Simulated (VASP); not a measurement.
# SnSe2 (I4_1/amd) in VASP: a series of runs

Aim: see how the results for SnSe2 move with the level of theory and the settings. Levels: PBEsol, PBE, r2SCAN. Tasks: relaxation of cell and atoms, single point.

Program: VASP 6.6.1. These are calculated values, not measurements. Logs are shortened: lines on timing, memory, paths and dates and some standing lists are left out, and cuts for length are marked.

### Step 1. The cell of the first run

The structure is tetragonal, space group I4_1/amd (No. 141). The conventional cell has a = 5.694 Å, b = 5.694 Å, c = 11.256 Å, α = 90.00°, β = 90.00°, γ = 90.00°. Sn (site symmetry -4m2) has 6 Se at 2.57 to 2.86 Å within 3.4 Å. Se (site symmetry 2mm) has 3 Sn at 2.57 to 2.86 Å within 3.4 Å.

### Step 2. Relaxation of cell and atoms, PBEsol

Contents of INCAR:

```
SYSTEM = SnSe2
PREC = Accurate
ENCUT = 600
EDIFF = 1E-7
ISMEAR = -1
SIGMA = 0.02
LREAL = .False.
LASPH = .True.
NELM = 60
ALGO = Normal
ISIF = 3
LWAVE = .False.
LCHARG = .False.
GGA = PS
IBRION = 2
NSW = 80
EDIFFG = -0.005
```

Contents of KPOINTS:

```
regular mesh
0
Gamma
  6 6 6
  0 0 0
```

Contents of POSCAR:

```
SnSe2
1.0
   -2.8469639520      2.8469639520      5.6279594817
    2.8469639520     -2.8469639520      5.6279594817
    2.8469639520      2.8469639520     -5.6279594817
Sn Se
2 4
Direct
    0.7500000000      0.2500000000      0.5000000000
    0.0000000000      0.0000000000      0.0000000000
    0.5217811258      0.0217811258      0.5000000000
    0.7717811258      0.7717811258      0.0000000000
    0.2282188742      0.2282188742      0.0000000000
    0.9782188742      0.4782188742      0.5000000000
```

Potentials or basis: VASP PAW PBE potentials, release 64 (Sn_d, Se).

Command:

```console
> cat potpaw_PBE.64/Sn_d/POTCAR potpaw_PBE.64/Se/POTCAR > POTCAR
> mpirun -np 1 vasp_std > vasp.out
```

OUTCAR:

```text
SYSTEM = SnSe2
   PREC = Accurate
   ENCUT = 600
   EDIFF = 1E-7
   ISMEAR = -1
   LREAL = .False.
   LASPH = .True.
   NELM = 60
   ISIF = 3
   GGA = PS
   IBRION = 2
   NSW = 80
   EDIFFG = -0.005

 ion  position               nearest neighbor table
   1  0.750  0.250  0.500-   3 2.57   6 2.57   5 2.86   4 2.86   4 2.86   5 2.86
   2  0.000  0.000  0.000-   4 2.57   5 2.57   3 2.86   6 2.86   3 2.86   6 2.86
   3  0.522  0.022  0.500-   1 2.57   2 2.86   2 2.86
   4  0.772  0.772  0.000-   2 2.57   1 2.86   1 2.86
   5  0.228  0.228  0.000-   2 2.57   1 2.86   1 2.86
   6  0.978  0.478  0.500-   1 2.57   2 2.86   2 2.86

  LATTYP: Found a body centered tetragonal cell.
 ALAT       =     5.6939279040
 C/A-ratio  =     1.9768285010

  Lattice vectors:

 A1 = (  -2.8469639520,   2.8469639520,   5.6279594817)
 A2 = (   2.8469639520,  -2.8469639520,   5.6279594817)
 A3 = (   2.8469639520,   2.8469639520,  -5.6279594817)

Analysis of symmetry for initial positions (statically):
=====================================================================
 Subroutine PRICEL returns:
 Original cell was already a primitive cell.

 Routine SETGRP: Setting up the symmetry group for a
 body centered tetragonal supercell.

 Subroutine GETGRP returns: Found 16 space group operations
 (whereof  8 operations were pure point group operations)
 out of a pool of 16 trial point group operations.

The static configuration has the point symmetry D_2d.
 The point group associated with its full space group is D_4h.

Analysis of symmetry for dynamics (positions and initial velocities):
=====================================================================
 Subroutine PRICEL returns:
 Original cell was already a primitive cell.

 Routine SETGRP: Setting up the symmetry group for a
 body centered tetragonal supercell.

 Subroutine GETGRP returns: Found 16 space group operations
 (whereof  8 operations were pure point group operations)
 out of a pool of 16 trial point group operations.

The dynamic configuration has the point symmetry D_2d.
 The point group associated with its full space group is D_4h.

 Subroutine INISYM returns: Found 16 space group operations
 (whereof  8 operations are pure point group operations),
 and found     1 'primitive' translations
[... 119 lines left out ...]
   EFERMI_NEDOS =   21; number of points for ismear=-14 and -15
   IALGO  =     38    algorithm
   IMIX   =      4    mixing-type and parameters
     AMIX     =   0.40;   BMIX     =  1.00
     AMIX_MAG =   1.60;   BMIX_MAG =  1.00
  volume/ion in A,a.u.               =      30.41       205.22
  Fermi-wavevector in a.u.,A,eV,Ry     =   1.077336  2.035869 15.791627  1.160652
  Thomas-Fermi vector in A             =   2.213244
   LORBIT       =      0    0 simple, 1 ext, 2 COOP (PROOUT), +10 PAW based schemes
   GGA     = PS    functional components
   LHFCALC =     F    Hartree Fock is set to
   AEXX    =    0.0000 exact exchange contribution
   IVDW    =     0    specifies the selected vdW correction
   LEPSILON=     F    determine dielectric tensor
   LRPA    =     F    only Hartree local field effects (RPA)
 conjugate gradient relaxation of ions
 non-spin polarized calculation
  energy-cutoff  :      600.00
  volume of cell :      182.46
 maximum number of plane-waves:      6138
   NGX = 27   NGY = 27   NGZ = 27

--------------------------------------- Ionic step        1  -------------------------------------------

 number of electron      51.9999999 magnetization

 Free energy of the ion-electron system (eV)
  ---------------------------------------------------
  ext. energy  EPLUGINS =         0.00000000
  ---------------------------------------------------
  free energy    TOTEN  =       -24.52743346 eV

  energy without entropy =      -24.52737605  energy(sigma->0) =      -24.52740475

------------------------ aborting loop because EDIFF is reached ----------------------------------------

  FORCE on cell =-STRESS in cart. coord.  units (eV):
  Direction    XX          YY          ZZ          XY          YZ          ZX
  --------------------------------------------------------------------------------------
  -------------------------------------------------------------------------------------
  Total       -2.3383073     -2.3383073     -2.8630400      0.0000000      0.0000000      0.0000000
  in kB      -20.5322843    -20.5322843    -25.1398743      0.0000000      0.0000000      0.0000000
  external PRESSURE =     -22.0681476 kB  Pullay stress =       0.0000000 kB
[... 101 lines left out ...]
  FREE ENERGIE OF THE ION-ELECTRON SYSTEM (eV)
  ---------------------------------------------------
  free  energy   TOTEN  =       -24.5778844452 eV

  energy  without entropy=      -24.5778813019  energy(sigma->0) =      -24.57788287

[... ionic steps 4 to 20 ...]

--------------------------------------- Ionic step       21  -------------------------------------------

 number of electron      51.9999997 magnetization

------------------------ aborting loop because EDIFF is reached ----------------------------------------
[... 75 lines left out ...]
--------------------------------------- Ionic step       23  -------------------------------------------

 number of electron      51.9999997 magnetization

 Free energy of the ion-electron system (eV)
  ---------------------------------------------------
  ext. energy  EPLUGINS =         0.00000000
  ---------------------------------------------------
  free energy    TOTEN  =       -24.60402663 eV

  energy without entropy =      -24.60390940  energy(sigma->0) =      -24.60396802

 E-fermi :   3.3987     XC(G=0):  -9.2312

 val. band max:        3.2942420830   @ k =   0.3333   0.3333   0.1667
 cond. band min:       3.4709353693   @ k =   0.5000   0.5000   0.5000
 fundamental gap:      0.1766932863
 Fermi energy:         3.3986543534

 k-point     1 :       0.0000    0.0000    0.0000
  band No.  band energies     occupation
      1     -18.2690      2.00000
      2     -18.2683      2.00000
      3     -18.2543      2.00000
      4     -18.2121      2.00000
      5     -18.2119      2.00000
      6     -18.2013      2.00000
[... 805 lines left out ...]
     30       8.4647      0.00000
     31       8.7031      0.00000

 [... further k-points ...]

------------------------ aborting loop because EDIFF is reached ----------------------------------------

  FORCE on cell =-STRESS in cart. coord.  units (eV):
  Direction    XX          YY          ZZ          XY          YZ          ZX
  --------------------------------------------------------------------------------------
  -------------------------------------------------------------------------------------
  Total       -0.0153516     -0.0153516     -0.0023295      0.0000000      0.0000000      0.0000000
  in kB       -0.1461411     -0.1461411     -0.0221761      0.0000000      0.0000000      0.0000000
  external PRESSURE =      -0.1048194 kB  Pullay stress =       0.0000000 kB
[... 21 lines left out ...]
  FREE ENERGIE OF THE ION-ELECTRON SYSTEM (eV)
  ---------------------------------------------------
  free  energy   TOTEN  =       -24.6040266327 eV

  energy  without entropy=      -24.6039093978  energy(sigma->0) =      -24.60396802

 reached required accuracy - stopping structural energy minimisation
```

CONTCAR:

```text
SnSe2
   1.00000000000000
    -2.8082729995435316    2.8082729995435316    5.3352274330232801
     2.8082729995435316   -2.8082729995435316    5.3352274330232801
     2.8082729995435316    2.8082729995435316   -5.3352274330232801
  Sn              Se
     2     4
Direct
     0.7500000000000000    0.2500000000000000    0.5000000000000000
     0.0000000000000000    0.0000000000000000    0.0000000000000000
     0.5114654994041046    0.0114654994041046    0.5000000000000000
     0.7614654994041046    0.7614654994041046    0.0000000000000000
     0.2385345005958954    0.2385345005958954    0.0000000000000000
     0.9885345005958954    0.4885345005958955    0.5000000000000000

  0.00000000E+00  0.00000000E+00  0.00000000E+00
  0.00000000E+00  0.00000000E+00  0.00000000E+00
  0.00000000E+00  0.00000000E+00  0.00000000E+00
  0.00000000E+00  0.00000000E+00  0.00000000E+00
  0.00000000E+00  0.00000000E+00  0.00000000E+00
  0.00000000E+00  0.00000000E+00  0.00000000E+00
```

Wall time 37 min (1 thread of Intel Xeon 6975P-C (Granite Rapids), shared host); peak memory 0.55 GiB.

Results:

```
Free energy                           : -24.6040 eV
Relaxed volume                        : 28.05 Å³/atom
Relaxed cell                          : a = 6.651 Å, b = 6.651 Å, c = 6.651 Å, α = 130.05°, β = 130.05°, γ = 73.33°
Space group after relaxing (to 0.1 Å) : I4_1/amd (No. 141)
Energy gained by relaxing             : 12.8 meV/atom
Ionic steps                           : 23
Pressure after relaxing               : 0.0 GPa
Band gap on the k mesh                : 0.18 eV (least direct gap 0.55 eV)
```

Step by step:
| step | energy change (eV) | largest force (eV/Å) | pressure (GPa) | volume (Å³) |
| --- | --- | --- | --- | --- |
| 1 | 0.0000 | 0.1440 | -2.21 | 182.46 |
| 2 | -0.0302 | 0.4153 | 1.34 | 171.62 |
| 3 | -0.0505 | 0.1843 | -0.15 | 175.67 |
| 4 | -0.0614 | 0.0788 | -0.02 | 173.84 |
| 5 | -0.0619 | 0.0535 | 0.02 | 173.38 |
| 6 | -0.0626 | 0.0451 | -0.03 | 173.39 |
| 7 | -0.0643 | 0.0203 | -0.18 | 173.43 |
| 8 | -0.0661 | 0.0273 | -0.46 | 173.51 |
| 9 | -0.0663 | 0.0259 | -0.46 | 173.46 |
| 10 | -0.0669 | 0.0217 | -0.44 | 173.32 |
| 11 | -0.0681 | 0.0136 | -0.39 | 173.04 |
| 12 | -0.0701 | 0.0039 | -0.30 | 172.47 |
| 13 | -0.0729 | 0.0416 | -0.11 | 171.32 |
| 14 | -0.0720 | 0.1278 | 0.31 | 169.01 |
| 15 | -0.0735 | 0.0792 | 0.07 | 170.33 |
| 16 | -0.0747 | 0.0640 | 0.05 | 169.84 |
| 17 | -0.0762 | 0.0227 | 0.01 | 168.38 |
| 18 | -0.0763 | 0.0161 | 0.00 | 168.14 |
| 19 | -0.0765 | 0.0042 | -0.04 | 168.31 |
| 20 | -0.0765 | 0.0007 | -0.05 | 168.36 |
| 21 | -0.0765 | 0.0061 | -0.07 | 168.46 |
| 22 | -0.0766 | 0.0037 | -0.06 | 168.43 |
| 23 | -0.0766 | 0.0006 | -0.01 | 168.30 |

Final structure:
```
Sn Se
1.0
    -2.80827    2.80827    5.33523
     2.80827   -2.80827    5.33523
     2.80827    2.80827   -5.33523
Sn Se
2 4
Direct
  0.75000 0.25000 0.50000
  0.00000 0.00000 0.00000
  0.51147 0.01147 0.50000
  0.76147 0.76147 0.00000
  0.23853 0.23853 0.00000
  0.98853 0.48853 0.50000
```

Caveat: the PAW data sets were made with another functional, which shifts forces and pressure a little; spin-orbit coupling is left out, which moves the levels of the heavy elements. A k mesh can miss the band edges.

### Step 3. Relaxation of cell and atoms, PBE

This run uses another cell than the first one, of 30.55 Å³/atom.

Contents of INCAR:

```
PREC = Accurate
ENCUT = 600
EDIFF = 1E-7
ISMEAR = -1
SIGMA = 0.02
LREAL = False
LASPH = True
NELM = 100
ALGO = Normal
ISIF = 3
LWAVE = False
LCHARG = False
GGA = PE
IBRION = 2
NSW = 80
EDIFFG = -0.005
```

Contents of KPOINTS:

```
Automatic mesh
0
Gamma
  6 6 6
```

Contents of POSCAR:

```
SnSe2
1.0
   -2.6330485100      2.6330485100      6.6089517601
    2.6330485100     -2.6330485100      6.6089517601
    2.6330485100      2.6330485100     -6.6089517601
Sn Se
2 4
Direct
    0.7500000000      0.2500000000      0.5000000000
    0.0000000000      0.0000000000      0.0000000000
    0.5420000000      0.0420000000      0.5000000000
    0.7920000000      0.7920000000      0.0000000000
    0.2080000000      0.2080000000      0.0000000000
    0.9580000000      0.4580000000      0.5000000000
```

Potentials or basis: VASP PAW PBE potentials, release 64 (Sn_d, Se).

Command:

```console
> cat potpaw_PBE.64/Sn_d/POTCAR potpaw_PBE.64/Se/POTCAR > POTCAR
> mpirun -np 1 vasp_std > vasp.out
```

Run time: 65 min. Hardware: 1 thread of AMD EPYC 9R45 (Zen 5), shared host; peak memory 0.69 GiB.

It converged, with:

- Free energy: -22.4640 eV
- Relaxed volume: 30.45 Å³/atom
- Relaxed cell: a = 6.925 Å, b = 6.925 Å, c = 6.925 Å, α = 131.44°, β = 131.44°, γ = 71.11°
- Space group after relaxing (to 0.1 Å): I4_1/amd (No. 141)
- Energy gained by relaxing: 58.9 meV/atom
- Ionic steps: 20
- Pressure after relaxing: 0.0 GPa
- Band gap on the k mesh: 0.23 eV (least direct gap 0.39 eV)

Forces in eV/Å, atoms in the order of the input:
```
Sn   0.000  0.000  0.000
Sn   0.000  0.000  0.000
Se   0.000  0.000 -0.003
Se   0.000  0.000 -0.003
Se   0.000  0.000  0.003
Se   0.000  0.000  0.003
```

Step by step:
| step | energy change (eV) | largest force (eV/Å) | pressure (GPa) | volume (Å³) |
| --- | --- | --- | --- | --- |
| 1 | 0.0000 | 0.2824 | 2.14 | 183.28 |
| 2 | -0.1420 | 0.1347 | -0.62 | 194.22 |
| 3 | -0.1438 | 0.1226 | -0.95 | 195.89 |
| 4 | -0.1936 | 0.1416 | -0.16 | 193.09 |
| 5 | -0.1970 | 0.2467 | 0.17 | 192.29 |
| 6 | -0.2118 | 0.2821 | 0.16 | 192.52 |
| 7 | -0.2391 | 0.4077 | 0.22 | 193.06 |
| 8 | -0.2522 | 0.3395 | -0.04 | 193.53 |
| 9 | -0.2755 | 0.1480 | -0.78 | 194.93 |
| 10 | -0.2586 | 0.1835 | -2.10 | 197.70 |
| 11 | -0.2788 | 0.0458 | -1.18 | 195.76 |
| 12 | -0.2903 | 0.0319 | -1.11 | 194.72 |
| 13 | -0.3182 | 0.0002 | -0.85 | 191.60 |
| 14 | -0.3487 | 0.0275 | -0.28 | 185.37 |
| 15 | -0.3526 | 0.0256 | 0.00 | 182.64 |
| 16 | -0.3527 | 0.0249 | 0.04 | 182.21 |
| 17 | -0.3533 | 0.0017 | 0.08 | 182.27 |
| 18 | -0.3533 | 0.0135 | 0.10 | 182.30 |
| 19 | -0.3535 | 0.0009 | -0.02 | 182.76 |
| 20 | -0.3535 | 0.0026 | 0.00 | 182.70 |

Final structure:
```cif
data_structure
_symmetry_space_group_name_H-M 'P 1'
_symmetry_Int_Tables_number 1
_cell_length_a 6.9249
_cell_length_b 6.9249
_cell_length_c 6.9249
_cell_angle_alpha 131.443
_cell_angle_beta 131.443
_cell_angle_gamma 71.110
_cell_volume 182.70
loop_
_atom_site_label
_atom_site_type_symbol
_atom_site_fract_x
_atom_site_fract_y
_atom_site_fract_z
_atom_site_occupancy
Sn1 Sn 0.75000 0.25000 0.50000 1
Sn2 Sn 0.00000 0.00000 0.00000 1
Se1 Se 0.52192 0.02192 0.50000 1
Se2 Se 0.77192 0.77192 0.00000 1
Se3 Se 0.22808 0.22808 0.00000 1
Se4 Se 0.97808 0.47808 0.50000 1
```

Levels at points of the mesh, in eV from the valence-band top:
```tsv
k point	band 24	band 25	band 26	band 27	band 28	band 29
(0.00, 0.00, 0.00)	-0.71	-0.16	-0.16	0.23	1.07	5.15
(0.50, 0.00, 0.00)	-0.75	-0.73	-0.73	1.25	1.39	2.59
(0.50, 0.50, 0.00)	-0.64	-0.10	-0.10	1.65	1.65	2.38
(0.50, 0.50, 0.50)	-0.78	-0.39	-0.39	0.34	0.34	5.40
```

Caveat: spin-orbit coupling is left out, which moves the levels of the heavy elements. A k mesh can miss the band edges.

### Step 4. Single point, r2SCAN

This run uses another cell than the first one, of 29.10 Å³/atom.

Contents of POSCAR:

```
SnSe2
1.0
   -2.8143962848      2.8143962848      5.5112833719
    2.8143962848     -2.8143962848      5.5112833719
    2.8143962848      2.8143962848     -5.5112833719
Sn Se
2 4
Direct
    0.7500000000      0.2500000000      0.5000000000
    0.0000000000      0.0000000000      0.0000000000
    0.5193771670      0.0193771670      0.5000000000
    0.7693771670      0.7693771670      0.0000000000
    0.2306228330      0.2306228330      0.0000000000
    0.9806228330      0.4806228330      0.5000000000
```

Contents of INCAR.step1:

```
SYSTEM = SnSe2
PREC = Accurate
ENCUT = 520
ISMEAR = 0
SIGMA = 0.01
LREAL = .FALSE.
LASPH = .TRUE.
NELM = 80
NBANDS = 35
GGA = PE
ALGO = Normal
EDIFF = 1E-4
LWAVE = .TRUE.
LCHARG = .FALSE.
```

Contents of INCAR.step2:

```
SYSTEM = SnSe2
PREC = Accurate
ENCUT = 520
EDIFF = 1E-6
ISMEAR = 0
SIGMA = 0.01
LREAL = .FALSE.
LASPH = .TRUE.
NELM = 80
ALGO = Normal
ISIF = 2
LWAVE = .FALSE.
LCHARG = .FALSE.
METAGGA = R2SCAN
LMIXTAU = .TRUE.
NBANDS = 35
ISTART = 1
```

Contents of KPOINTS:

```
regular mesh
0
G
  6 6 6
  0 0 0
```

Command:

```console
> cat potpaw_PBE.64/Sn_d/POTCAR potpaw_PBE.64/Se/POTCAR > POTCAR
> cp INCAR.step1 INCAR
> mpirun -np 1 vasp_std > vasp.out
> cp INCAR.step2 INCAR
> mpirun -np 1 vasp_std > vasp.out
```

Wall time 32 min (1 thread of Intel Xeon 8259CL, shared host); peak memory 0.51 GiB.

The run converged. Its results:

```yaml
Free_energy: -107.9059 eV
Pressure: 0.0 GPa
Largest_force: 0.010 eV/Å
Band_gap_on_the_k_mesh: 0.52 eV (least direct gap 0.80 eV)
```

Forces on the atoms (eV/Å):
```
Sn   0.000  0.000  0.000
Sn   0.000  0.000  0.000
Se   0.000  0.000 -0.010
Se   0.000  0.000 -0.010
Se   0.000  0.000  0.010
Se   0.000  0.000  0.010
```

Levels at points of the mesh, in eV from the valence-band top:
| k point | band 23 | band 24 | band 25 | band 26 | band 27 | band 28 | band 29 | band 30 |
| --- | --- | --- | --- | --- | --- | --- | --- | --- |
| (0.00, 0.00, 0.00) | -0.84 | -0.84 | -0.17 | -0.17 | 0.63 | 1.28 | 5.52 | 5.90 |
| (0.50, 0.00, 0.00) | -1.03 | -0.83 | -0.81 | -0.80 | 1.59 | 1.84 | 3.07 | 3.69 |
| (0.50, 0.50, 0.00) | -0.65 | -0.65 | -0.10 | -0.10 | 2.01 | 2.01 | 2.78 | 2.78 |
| (0.50, 0.50, 0.50) | -0.85 | -0.85 | -0.44 | -0.44 | 0.52 | 0.52 | 5.81 | 5.81 |

Caveat: the PAW data sets were made with another functional, which shifts forces and pressure a little; spin-orbit coupling is left out, which moves the levels of the heavy elements. A k mesh can miss the band edges.

### Step 5. The runs side by side

| task | level | cell | cutoff (eV) | smearing | gap on the mesh (eV) | pressure (GPa) | relaxed volume (Å³/atom) |
| --- | --- | --- | --- | --- | --- | --- | --- |
| relaxation of cell and atoms | PBEsol | relaxed from a = 6.920 Å, angles 131.4, 131.4, 71.2°, 6 atoms, atomic positions A | 600 | fermi-dirac 0.02 eV | 0.18 | 0.0 | 28.05 |
| relaxation of cell and atoms | PBE | relaxed from a = 7.586 Å, angles 139.4, 139.4, 58.8°, 6 atoms, atomic positions B | 600 | fermi-dirac 0.02 eV | 0.23 | 0.0 | 30.45 |
| single point | r2SCAN | a = 6.798 Å, angles 131.1, 131.1, 71.7°, 6 atoms, atomic positions C | 520 | gaussian 0.01 eV | 0.52 | 0.0 | - |

Alike in all rows: potentials or basis VASP PAW PBE potentials, release 64 (Sn_d, Se); no spin polarisation; k mesh 6 × 6 × 6.

Caveats: spin-orbit coupling is left out, which moves the levels of the heavy elements; the PAW data sets were made with another functional, which shifts forces and pressure a little (at least some runs).

Absolute energies hang on the potentials; compare differences alone.
